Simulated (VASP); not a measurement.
A run of VASP 6.6.1:

File POSCAR:

```
CdS
1.0
    4.0813092571      0.0000000000      0.0000000000
   -2.0406546285      3.5345174973      0.0000000000
    0.0000000000      0.0000000000      6.6306902802
Cd S
2 2
Direct
    0.3333333333      0.6666666667     -0.0009631164
    0.6666666667      0.3333333333      0.4990368836
    0.3333333333      0.6666666667      0.3759631164
    0.6666666667      0.3333333333      0.8759631164
```

The input INCAR.step1:

```
  ALGO = Normal
  EDIFF = 1E-4
  ENCUT = 520
  GGA = PE
  ISMEAR = 0
  LASPH = T
  LCHARG = F
  LREAL = F
  LWAVE = T
  NBANDS = 26
  NELM = 60
  PREC = Accurate
  SIGMA = 0.01
```

File INCAR.step2:

```
  ALGO = Normal
  EDIFF = 1E-7
  ENCUT = 520
  ISIF = 2
  ISMEAR = 0
  ISTART = 1
  LASPH = T
  LCHARG = F
  LMIXTAU = T
  LREAL = F
  LWAVE = F
  METAGGA = R2SCAN
  NBANDS = 26
  NELM = 60
  PREC = Accurate
  SIGMA = 0.01
```

The input KPOINTS:

```
k-points
0
Gamma
  12 12 4
```

Potentials or basis: VASP PAW PBE potentials, release 64 (Cd, S).

Run with:

```sh
$ cat potpaw_PBE.64/Cd/POTCAR potpaw_PBE.64/S/POTCAR > POTCAR
$ cp INCAR.step1 INCAR
$ mpirun -np 1 vasp_std > vasp.out
$ cp INCAR.step2 INCAR
$ mpirun -np 1 vasp_std > vasp.out
```

Hardware: 1 thread of Intel(R) Xeon(R) 6975P-C (Granite Rapids) (shared host).

Q: Estimate the wall time of this run.

A: Wall time 4.9 min on 1 thread of Intel(R) Xeon(R) 6975P-C (Granite Rapids), on a shared host, peak memory 0.28 GiB. Counts: k points 57.
